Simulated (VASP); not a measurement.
# NaH in VASP: a series of runs, part 2 of 2

VASP 6.6.1.

**5. Single point, HSE06 (uniaxial z strain -1.6%)**

POSCAR

```
NaH
1.0
    0.0000000000      2.5969210614      2.5551106323
    2.5969210614      0.0000000000      2.5551106323
    2.5969210614      2.5969210614      0.0000000000
Na H
1 1
Direct
    0.0000000000      0.0000000000      0.0000000000
    0.2500000000      0.2500000000      0.2500000000
```

INCAR.step1

```
SYSTEM = NaH
ALGO = Normal ; EDIFF = 1E-5
ENCUT = 520 ; GGA = PE
ISIF = 2 ; ISMEAR = 0
LASPH = .TRUE. ; LREAL = .FALSE.
LWAVE = .TRUE. ; NBANDS = 11
NELM = 80 ; PREC = Accurate
SIGMA = 0.01
```

INCAR.step2

```
SYSTEM = NaH
ALGO = Normal ; EDIFF = 1E-6
ENCUT = 520 ; GGA = PE
HFSCREEN = 0.2079 ; ISIF = 2
ISMEAR = 0 ; ISTART = 1
LASPH = .TRUE. ; LCHARG = .TRUE.
LELF = .TRUE. ; LHFCALC = .TRUE.
LREAL = .FALSE. ; LVHAR = .TRUE.
LWAVE = .FALSE. ; NBANDS = 11
NELM = 80 ; PREC = Accurate
PRECFOCK = Normal ; SIGMA = 0.01
```

KPOINTS

```
k-points
0
G
  6 6 6
  0 0 0
```

Potentials or basis: VASP PAW PBE potentials, release 64 (Na_pv, H).

Launch:

```bash
> cat potpaw_PBE.64/Na_pv/POTCAR potpaw_PBE.64/H/POTCAR > POTCAR
> cp INCAR.step1 INCAR
> mpirun -np 1 vasp_std > vasp.out
> cp INCAR.step2 INCAR
> mpirun -np 1 vasp_std > vasp.out
```

OUTCAR:

```text
SYSTEM = NaH
   EDIFF = 1E-6
   ENCUT = 520
   GGA = PE
   HFSCREEN = 0.2079
   ISIF = 2
   ISMEAR = 0
   ISTART = 1
   LASPH = .TRUE.
   LHFCALC = .TRUE.
   LREAL = .FALSE.
   NELM = 80
   PREC = Accurate
   PRECFOCK = Normal

 ion  position               nearest neighbor table
   1  0.000  0.000  0.000-
   2  0.250  0.250  0.250-

  LATTYP: Found a body centered tetragonal cell.
 ALAT       =     3.6726009854
 C/A-ratio  =     1.3914447240

  Lattice vectors:

 A1 = (   0.0000000000,  -2.5969210614,  -2.5551106323)
 A2 = (   0.0000000000,   2.5969210614,  -2.5551106323)
 A3 = (   2.5969210614,   0.0000000000,   2.5551106323)

Analysis of symmetry for initial positions (statically):
=====================================================================
 Subroutine PRICEL returns:
 Original cell was already a primitive cell.

 Routine SETGRP: Setting up the symmetry group for a
 body centered tetragonal supercell.

 Subroutine GETGRP returns: Found  8 space group operations
 (whereof  8 operations were pure point group operations)
 out of a pool of 16 trial point group operations.

The static configuration has the point symmetry D_2d.

Analysis of symmetry for dynamics (positions and initial velocities):
=====================================================================
 Subroutine PRICEL returns:
 Original cell was already a primitive cell.

 Routine SETGRP: Setting up the symmetry group for a
 body centered tetragonal supercell.

 Subroutine GETGRP returns: Found  8 space group operations
 (whereof  8 operations were pure point group operations)
 out of a pool of 16 trial point group operations.

The dynamic configuration has the point symmetry D_2d.

 Subroutine INISYM returns: Found  8 space group operations
 (whereof  8 operations are pure point group operations),
 and found     1 'primitive' translations

----------------------------------------------------------------------------------------

                                     Primitive cell

  volume of cell :      34.4633

  direct lattice vectors                    reciprocal lattice vectors
     0.000000000  2.596921061  2.555110632    -0.192535694  0.192535694  0.195686243
     2.596921061  0.000000000  2.555110632     0.192535694 -0.192535694  0.195686243
     2.596921061  2.596921061  0.000000000     0.192535694  0.192535694 -0.195686243

  length of vectors
     3.643156508  3.643156508  3.672600985     0.335310443  0.335310443  0.335310443

  position of ions in fractional coordinates (direct lattice)
     0.000000000  0.000000000  0.000000000
     0.250000000  0.250000000  0.250000000

  ion indices of the primitive-cell ions
   primitive index   ion index
                 1           1
                 2           2

----------------------------------------------------------------------------------------

 KPOINTS: k-points

Automatic generation of k-mesh.
 Grid dimensions read from file:
 generate k-points for:    6    6    6

 Generating k-lattice:

[... 41 lines left out ...]
  0.500000  0.000000  0.333333     16.000000
 [... further k-points ...]
   k-points           NKPTS =     30   k-points in BZ     NKDIM =    216   number of bands    NBANDS=     11
   number of dos      NEDOS =    301   number of ions     NIONS =      2
   total plane-waves  NPLWV =  21952
   dimension x,y,z NGX =    28 NGY =   28 NGZ =   28
   dimension x,y,z NGXF=    56 NGYF=   56 NGZF=   56
   ions per type =               1   1
   NGX,Y,Z   is equivalent  to a cutoff of  12.78, 12.78, 12.67 a.u.
   NGXF,Y,Z  is equivalent  to a cutoff of  25.55, 25.55, 25.35 a.u.
 SYSTEM =  NaH
   PREC   = accura    normal or accurate (medium, high low for compatibility)
   ISTART =      1    job   : 0-new  1-cont  2-samecut
   ICHARG =      0    charge: 1-file 2-atom 10-const
   ISPIN  =      1    spin polarized calculation?
   LNONCOLLINEAR =      F non collinear calculations
   LSORBIT =      F    spin-orbit coupling
   LASPH  =      T    aspherical Exc in radial PAW
   ENCUT  =  520.0 eV  38.22 Ry    6.18 a.u.   6.77  6.77  6.83*2*pi/ulx,y,z
   NELM   =     80;   NELMIN=  2; NELMDL=  0     # of ELM steps
   EDIFF  = 0.1E-05   stopping-criterion for ELM
   LREAL  =      F    real-space projection
   EDIFFG = 0.1E-04   stopping-criterion for IOM
   NSW    =      0    number of steps for IOM
   IBRION =     -1    ionic relax: 0-MD 1-quasi-New 2-CG
   NFREE  =      0    steps in history (QN), initial steepest desc. (CG)
   ISIF   =      2    stress and relaxation
   ISYM   =      3    0-nonsym 1-usesym 2-fastsym
   POTIM  = 0.5000    time-step for ionic-motion
   TEBEG  =    0.0;   TEEND  =   0.0 temperature during run
   PSTRESS=    0.0 pullay stress
   NELECT =       8.0000    total number of electrons
   NUPDOWN=      -1.0000    fix difference up-down
   EMIN   =  10.00;   EMAX   =-10.00  energy-range for DOS
   EFERMI =   0.00;   METHOD = LEGACY
   ISMEAR =     0;   SIGMA  =   0.01  broadening in eV -4-tet -1-fermi 0-gaus
   EFERMI_NEDOS =   21; number of points for ismear=-14 and -15
   IALGO  =     38    algorithm
   IMIX   =      1    mixing-type and parameters
     AMIX     =   0.40;   BMIX     =  1.00
     AMIX_MAG =   1.60;   BMIX_MAG =  1.00
  volume/ion in A,a.u.               =      17.23       116.29
  Fermi-wavevector in a.u.,A,eV,Ry     =   1.006126  1.901303 13.773039  1.012290
  Thomas-Fermi vector in A             =   2.138849
   LORBIT       =      0    0 simple, 1 ext, 2 COOP (PROOUT), +10 PAW based schemes
   GGA     = PE    functional components
   LHFCALC =     T    Hartree Fock is set to
   PRECFOCK=normal    Normal, Fast or Accurate (Low or Medium for compatibility)
   ENCUT4O =  -1.0   cutoff for four orbital integrals eV
   NKREDX  =     1    reduce k-point grid by
   NKREDY  =     1    reduce k-point grid by
   NKREDZ  =     1    reduce k-point grid by
   AEXX    =    0.2500 exact exchange contribution
   HFSCREEN=    0.2079 screening length (either q_TF or 0.3 A-1)
   HFSCREENC=   0.2079 screening length for correlation (either q_TF or 0.3 A-1)
   ENCUTFOCK=  -1.0 apply spherical cutoff to Coloumb kernel
   IVDW    =     0    specifies the selected vdW correction
   LEPSILON=     F    determine dielectric tensor
   LRPA    =     F    only Hartree local field effects (RPA)
 non-spin polarized calculation
 Gauss-broadening in eV      SIGMA  =   0.01
  energy-cutoff  :      520.00
  volume of cell :       34.46
 maximum number of plane-waves:       942
  NGX = 24; NGY = 24; NGZ = 24

 number of electron       8.0000007 magnetization

 Free energy of the ion-electron system (eV)
  ---------------------------------------------------
  ext. energy  EPLUGINS =         0.00000000
  ---------------------------------------------------
  free energy    TOTEN  =        -5.65296663 eV

  energy without entropy =       -5.65296663  energy(sigma->0) =       -5.65296663

 E-fermi :  -2.4892     XC(G=0):  -5.8379

 val. band max:       -2.5898536615   @ k =  -0.3333   0.5000   0.1667
 cond. band min:       2.0308299871   @ k =   0.5000   0.0000   0.0000
 fundamental gap:      4.6206836486
 Fermi energy:        -2.4892309947

 k-point     1 :       0.0000    0.0000    0.0000
  band No.  band energies     occupation
      1     -26.8262      2.00000
      2     -26.8240      2.00000
      3     -26.8240      2.00000
      4      -5.7081      2.00000
      5       7.0300      0.00000
      6      12.2287      0.00000
      7      12.2288      0.00000
      8      12.2588      0.00000
      9      14.9629      0.00000
     10      14.9629      0.00000
     11      14.9821      0.00000
[... 309 lines left out ...]
 k-point    24 :       0.5000    0.0000    0.3333
  band No.  band energies     occupation
      1     -26.8647      2.00000
      2     -26.8440      2.00000
      3     -26.8374      2.00000
      4      -2.9334      2.00000
      5       3.6124      0.00000
      6       5.7290      0.00000
      7       8.8736      0.00000
      8       8.9707      0.00000
      9      13.4734      0.00000
     10      17.9358      0.00000
     11      19.1507      0.00000

 [... further k-points ...]
[... 5 lines left out ...]
  --------------------------------------------------------------------------------------
  -------------------------------------------------------------------------------------
  Total        0.0709906      0.0709906      0.0858417      0.0000000      0.0000000      0.0000000
  in kB        3.3003061      3.3003061      3.9907260      0.0000000      0.0000000      0.0000000
  external PRESSURE =       3.5304461 kB  Pullay stress =       0.0000000 kB

 VOLUME and BASIS-vectors are now :
 -----------------------------------------------------------------------------
  energy-cutoff  :      520.00
  volume of cell :       34.46
      direct lattice vectors                 reciprocal lattice vectors
     0.000000000  2.596921061  2.555110632    -0.192535694  0.192535694  0.195686243
     2.596921061  0.000000000  2.555110632     0.192535694 -0.192535694  0.195686243
     2.596921061  2.596921061  0.000000000     0.192535694  0.192535694 -0.195686243

 POSITION                                       TOTAL-FORCE (eV/Angst)
 -----------------------------------------------------------------------------------
      0.00000      0.00000      0.00000         0.000000      0.000000      0.000000
      1.29846      1.29846      1.27756        -0.000000     -0.000000     -0.000000
 -----------------------------------------------------------------------------------
    total drift:                                0.000001      0.000001      0.000001

  FREE ENERGIE OF THE ION-ELECTRON SYSTEM (eV)
  ---------------------------------------------------
  free  energy   TOTEN  =        -5.6529666335 eV

  energy  without entropy=       -5.6529666335  energy(sigma->0) =       -5.65296663
```

Wall time 20 min (1 thread of Intel Xeon Platinum 8259CL at 2.50GHz (Skylake/Cascade Lake), shared host); peak memory 0.27 GiB.

Results:

```
Free energy            : -5.6530 eV
Pressure               : 0.4 GPa
Band gap on the k mesh : 4.62 eV (least direct gap 5.40 eV)
```

Caveat: the cell differs from its parent crystal (uniaxial z strain -1.6%); the PAW data sets were made with another functional, which shifts forces and pressure a little. A k mesh can miss the band edges.

**6. Single point, HSE06 (shear xy strain +1.5%)**

POSCAR

```
NaH
1.0
    0.0199962922      2.5969210614      2.5969210614
    2.5969210614      0.0199962922      2.5969210614
    2.6169173536      2.6169173536      0.0000000000
Na H
1 1
Direct
    0.0014929924      0.0014929924     -0.0014929924
    0.2485070076      0.2485070076      0.2514929924
```

INCAR.step1

```
SYSTEM = NaH
ALGO     = Normal         ! electronic algorithm
EDIFF    = 1E-5           ! SCF threshold, eV
ENCUT    = 520            ! plane-wave cutoff, eV
GGA      = PE             ! functional
ISIF     = 2              ! what is computed and relaxed
ISMEAR   = 0              ! smearing method
LASPH    = .True.         ! aspherical terms in the spheres
LCHARG   = .False.        ! write CHGCAR
LREAL    = .False.        ! projectors in reciprocal space
LWAVE    = .True.         ! write WAVECAR
NBANDS   = 11             ! bands
NELM     = 100            ! most SCF steps
PREC     = Accurate       ! precision mode
SIGMA    = 0.01           ! smearing width, eV
```

INCAR.step2

```
SYSTEM = NaH
ALGO     = Normal         ! electronic algorithm
EDIFF    = 1E-7           ! SCF threshold, eV
ENCUT    = 520            ! plane-wave cutoff, eV
GGA      = PE             ! functional
HFSCREEN = 0.2079         ! screening, 1/A
ISIF     = 2              ! what is computed and relaxed
ISMEAR   = 0              ! smearing method
ISTART   = 1            
LASPH    = .True.         ! aspherical terms in the spheres
LCHARG   = .False.        ! write CHGCAR
LHFCALC  = .True.         ! exact exchange
LREAL    = .False.        ! projectors in reciprocal space
LWAVE    = .False.        ! write WAVECAR
NBANDS   = 11             ! bands
NELM     = 100            ! most SCF steps
PREC     = Accurate       ! precision mode
PRECFOCK = Normal       
SIGMA    = 0.01           ! smearing width, eV
```

KPOINTS

```
k-points
0
Gamma
  6 6 6
  0 0 0
```

Potentials or basis: VASP PAW PBE potentials, release 64 (Na_pv, H).

Launch:

```bash
> cat potpaw_PBE.64/Na_pv/POTCAR potpaw_PBE.64/H/POTCAR > POTCAR
> cp INCAR.step1 INCAR
> mpirun -np 1 vasp_std > vasp.out
> cp INCAR.step2 INCAR
> mpirun -np 1 vasp_std > vasp.out
```

Wall time 38 min (1 thread of Intel Xeon Platinum 8259CL at 2.50GHz (Skylake/Cascade Lake), shared host); peak memory 0.27 GiB.

It converged, with:

```
Free energy            : -5.6536 eV
Pressure               : 0.1 GPa
Band gap on the k mesh : 4.60 eV (least direct gap 5.37 eV)
```

Stress tensor (GPa, compression positive):
```
 0.06 -0.21  0.00
-0.21  0.06  0.00
 0.00  0.00  0.06
```

Levels at points of the mesh, in eV from the valence-band top:
```tsv
k point	band 2	band 3	band 4	band 5	band 6	band 7
(0.00, 0.00, 0.00)	-24.24	-24.24	-3.04	9.55	14.60	14.75
(0.50, 0.00, 0.00)	-24.24	-24.24	-0.72	4.67	12.01	13.85
(0.50, 0.50, 0.00)	-24.25	-24.25	-0.07	6.12	8.61	10.85
(0.00, 0.00, 0.50)	-24.24	-24.24	-0.77	4.60	12.07	13.98
(0.50, 0.00, 0.50)	-24.25	-24.25	-0.06	6.12	8.61	11.02
```

Caveat: the cell differs from its parent crystal (shear xy strain +1.5%); the PAW data sets were made with another functional, which shifts forces and pressure a little. A k mesh can miss the band edges.

**7. The runs side by side**

| level | cell | k mesh | smearing | grid for exact exchange (PRECFOCK) | share of exact exchange | screening parameter | gap on the mesh (eV) | pressure (GPa) |
| --- | --- | --- | --- | --- | --- | --- | --- | --- |
| PBE | a = 3.643, b = 3.643, c = 3.673 Å, angles 59.7, 59.7, 60.5°, 2 atoms, atomic positions A | 8 × 8 × 8 | fermi-dirac 0.02 eV | - | - | - | 3.62 | 0.5 |
| PBE | a = 3.690, b = 3.690, c = 3.591 Å, angles 60.9, 60.9, 58.2°, 2 atoms, atomic positions A | 8 × 8 × 8 | fermi-dirac 0.02 eV | - | - | - | 3.57 | 0.5 |
| r2SCAN | a = 3.690, b = 3.690, c = 3.591 Å, angles 60.9, 60.9, 58.2°, 2 atoms, atomic positions A | 8 × 8 × 8 | gaussian 0.01 eV | - | - | - | 4.01 | 0.2 |
| HSE06 | a = 3.643, b = 3.643, c = 3.673 Å, angles 59.7, 59.7, 60.5°, 2 atoms, atomic positions A | 6 × 6 × 6 | gaussian 0.01 eV | Normal | 0.25 | 0.2079 1/Å | 4.62 | 0.4 |
| HSE06 | a = 3.673, b = 3.673, c = 3.701 Å, angles 59.7, 59.7, 59.5°, 2 atoms, atomic positions B | 6 × 6 × 6 | gaussian 0.01 eV | Normal | 0.25 | 0.2079 1/Å | 4.60 | 0.1 |

Alike in all rows: task single point; potentials or basis VASP PAW PBE potentials, release 64 (Na_pv, H); no spin polarisation; cutoff (eV) 520.

Caveats: the PAW data sets were made with another functional, which shifts forces and pressure a little (at least some runs).

Total energies depend on the potentials used, so only differences within one code and one set of settings carry meaning.
